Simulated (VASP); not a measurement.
# Ta: single point with PBEsol

The system is Ta.

```
Ta
1.0
    -1.69256    1.69256    1.56872
     1.69256   -1.69256    1.56872
     1.69256    1.69256   -1.56872
Ta
1
Direct
  0.00000 0.00000 0.00000
```

This cell differs from its parent crystal: strain +0.025 along x and y, -0.050 along z.

```
Program                : VASP 6.6.1
Task                   : single point
Functional             : PBEsol
Potentials or basis    : VASP PAW PBE potentials, release 64 (Ta_pv)
Cutoff                 : 520 eV
k mesh                 : 20 × 20 × 20
Occupations            : gaussian, width 0.15 eV
Spin                   : no spin polarisation
Dipole correction      : no
Further INCAR settings : ALGO = Normal; EDIFF = 1e-07; NBANDS = 12
```

| Property | Result |
| --- | --- |
| Pressure | -2.7 GPa |

Stress tensor (GPa, compression positive):
```
-5.07  0.00  0.00
 0.00 -5.07  0.00
 0.00  0.00  1.92
```

Levels at points of the mesh, in eV from the Fermi level:
```tsv
k point	band 2	band 3	band 4	band 5	band 6	band 7	band 8	band 9
(0.00, 0.00, 0.00)	-33.04	-33.02	-7.95	0.10	1.10	1.10	3.23	4.62
(0.50, 0.00, 0.00)	-33.43	-33.07	-4.39	-1.87	1.82	3.92	5.54	7.80
(0.50, 0.50, 0.00)	-33.35	-33.00	-4.45	-0.85	1.25	2.99	4.46	7.66
(0.50, 0.50, 0.50)	-33.91	-33.72	-3.94	-3.73	6.76	6.76	7.08	8.02
```

Run time: 35 s on 1 thread of Intel(R) Xeon(R) 6975P-C (Granite Rapids) (shared host), peak memory 0.25 GiB.

Caveat: the cell differs from its parent crystal (strain +0.025 along x and y, -0.050 along z); the PAW data sets were made with another functional, which shifts forces and pressure a little; spin-orbit coupling is left out, which moves the levels of the heavy elements.
